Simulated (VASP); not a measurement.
A run of VASP 6.6.1 is set up as follows.

Contents of INCAR:

```
SYSTEM = Hf17O32
PREC = Accurate ; ENCUT = 520
EDIFF = 1E-7 ; ISMEAR = 0
SIGMA = 0.01 ; LREAL = Auto
LASPH = .TRUE. ; NELM = 80
ALGO = Normal ; ISIF = 2
LWAVE = .FALSE. ; LCHARG = .FALSE.
GGA = PS ; NBANDS = 211
```

Contents of KPOINTS:

```
Automatic mesh
0
Gamma
  2 2 2
  0.5 0.5 0.5
```

Contents of POSCAR:

```
Hf17O32
1.0
   -4.8301248092      4.8301248092      6.4194329052
    4.8301248092      4.8301248092     -6.4194329052
   -4.8301248092     -4.8301248092     -6.4194329052
Hf O
17 32
Direct
    0.0243429339      0.2635212501      0.2528584597
   -0.0589984399     -0.0329087211     -0.0217811384
    0.4756570661      0.7285155258      0.2391783162
    0.5589984399      0.5372173014      0.0260897187
    0.4892772078      0.2435522821      0.7454845946
    0.5233410866      0.0060877140      0.5163267494
    0.0107227922      0.7562073869      0.7542750743
   -0.0233410866      0.4929856628      0.4827466274
    0.4980676875      0.3795154054      0.3687926131
    0.5111275827      0.0989102813      0.1579087211
    0.0106627904      0.8721415403      0.3964844742
    0.0102390354      0.6422533726      0.1189122860
    0.0019323125      0.3707249257      0.8814477179
   -0.0111275827      0.1467811384      0.5877826986
    0.4893372096      0.8858216838      0.8614787499
    0.4897609646      0.6086732506      0.6320143372
    0.2500000000      0.1875000000      0.9375000000
    0.8010118098      0.5446850337      0.5240247675
    0.8107729197      0.2544196106      0.2820635395
    0.3121123645      0.0115308319      0.5367526243
    0.3099468490      0.7968890810      0.2805927723
    0.3107234531      0.4826907741      0.0254286426
    0.3090386754      0.3077753536      0.7686819762
    0.7944899797      0.0504329622      0.0264329959
    0.7952082103      0.7532454213      0.7681116606
    0.4793397338      0.3813267760      0.5803149663
    0.5148662393      0.1669627890      0.3717545787
    0.0427378685      0.9530326790      0.6423092259
   -0.0162963088      0.6380577680      0.3281109190
    0.0252217925      0.4255815327      0.1134691681
   -0.0390933774      0.1262633219      0.8172246464
    0.4760000337      0.8690570175      0.0745670378
    0.5276439289      0.6813533091      0.8705803894
    0.4747782075      0.5882473757      0.4003597402
    0.5390933774      0.3563180238      0.1653566992
    0.0239999663      0.0985670041      0.3930569838
   -0.0276439289      0.8429364605      0.1537093802
    0.0206602662      0.6009752325      0.9019870423
   -0.0148662393      0.3568883394      0.6520965496
    0.4572621315      0.0995713574      0.9102948105
    0.5162963088      0.8444072277      0.6543540767
    0.1892765469      0.2147051895      0.1719673210
    0.1909613246      0.9596433008      0.9987366781
    0.7055100203      0.7319430162      0.2559429825
    0.7047917897      0.4729034504      0.9580372110
    0.6989881902      0.2230129577      0.7436732240
    0.6892270803      0.9712906198      0.4436466909
    0.1878876355      0.7246402598      0.6994184673
    0.1900531510      0.4706459233      0.4869422320
```

Potentials or basis: VASP PAW PBE potentials, release 64 (Hf_pv, O).

Launch:

```bash
$ cat potpaw_PBE.64/Hf_pv/POTCAR potpaw_PBE.64/O/POTCAR > POTCAR
$ mpirun -np 1 vasp_std > vasp.out
```

Question: Predict the pressure.

Answer: -3.3 GPa.

Question: What does it give for the largest force?

Answer: 0.108 eV/Å.

Question: Predict the band gap on the k mesh.

Answer: Zero (band 181 reaches 6.67 eV, above the bottom of band 182 at 6.44 eV).

Stress tensor (GPa, compression positive):
```
-2.55  0.00  0.00
 0.00 -2.55  0.00
 0.00  0.00 -4.68
```

Caveat: the k points lie up to 0.46 Å⁻¹ apart; the PAW data sets were made with another functional, which shifts forces and pressure a little; spin-orbit coupling is left out, which moves the levels of the heavy elements.
